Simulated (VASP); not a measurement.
Set up this calculation in VASP 6.6.1, as the native input.

| Property | Result |
| --- | --- |
| Task | single point |
| Functional | r2SCAN |
| Potentials or basis | VASP PAW PBE potentials, release 64 (Rb_sv, Br) |
| Cutoff | 520 eV |
| k mesh | 8 × 8 × 8 |
| Occupations | fermi-dirac, width 0.02 eV |
| Spin | no spin polarisation |
| Dipole correction | no |
| Further INCAR settings | ALGO = Normal; EDIFF = 1e-07; NBANDS = 15 |

The system is RbBr.

```
Rb Br
1.0
     0.00000    3.50746    3.50746
     3.50746    0.00000    3.50746
     3.50746    3.50746    0.00000
Rb Br
1 1
Direct
  0.00000 0.00000 0.00000
  0.50000 0.50000 0.50000
```

One way to write it, as run:

POSCAR

```
RbBr
1.0
    0.0000000000      3.5074583700      3.5074583700
    3.5074583700      0.0000000000      3.5074583700
    3.5074583700      3.5074583700      0.0000000000
Rb Br
1 1
Direct
    0.0000000000      0.0000000000      0.0000000000
    0.5000000000      0.5000000000      0.5000000000
```

INCAR.step1

```
SYSTEM = RbBr
ALGO     = Normal         ! electronic algorithm
EDIFF    = 1E-4           ! SCF threshold, eV
ENCUT    = 520            ! plane-wave cutoff, eV
GGA      = PE             ! functional
ISMEAR   = -1             ! smearing method
LASPH    = .True.         ! aspherical terms in the spheres
LCHARG   = .False.        ! write CHGCAR
LREAL    = .False.        ! projectors in reciprocal space
LWAVE    = .True.         ! write WAVECAR
NBANDS   = 15             ! bands
NELM     = 100            ! most SCF steps
PREC     = Accurate       ! precision mode
SIGMA    = 0.02           ! smearing width, eV
```

INCAR.step2

```
SYSTEM = RbBr
ALGO     = Normal         ! electronic algorithm
EDIFF    = 1E-7           ! SCF threshold, eV
ENCUT    = 520            ! plane-wave cutoff, eV
ISIF     = 2              ! what is computed and relaxed
ISMEAR   = -1             ! smearing method
ISTART   = 1            
LASPH    = .True.         ! aspherical terms in the spheres
LCHARG   = .False.        ! write CHGCAR
LMIXTAU  = .True.       
LREAL    = .False.        ! projectors in reciprocal space
LWAVE    = .False.        ! write WAVECAR
METAGGA  = R2SCAN         ! meta-GGA
NBANDS   = 15             ! bands
NELM     = 100            ! most SCF steps
PREC     = Accurate       ! precision mode
SIGMA    = 0.02           ! smearing width, eV
```

KPOINTS

```
k-points
0
Gamma
  8 8 8
  0 0 0
```

Potentials or basis: VASP PAW PBE potentials, release 64 (Rb_sv, Br).

Command:

```sh
$ cat potpaw_PBE.64/Rb_sv/POTCAR potpaw_PBE.64/Br/POTCAR > POTCAR
$ cp INCAR.step1 INCAR
$ mpirun -np 1 vasp_std > vasp.out
$ cp INCAR.step2 INCAR
$ mpirun -np 1 vasp_std > vasp.out
```

Results of the run:

```json
{"Pressure": "-0.5 GPa", "Band gap on the k mesh": "4.79 eV, direct"}
```

Caveat: the PAW data sets were made with another functional, which shifts forces and pressure a little.

Run time: 3.8 min on 1 thread of Intel Xeon 6975P-C, on a shared host, peak memory 0.27 GiB.
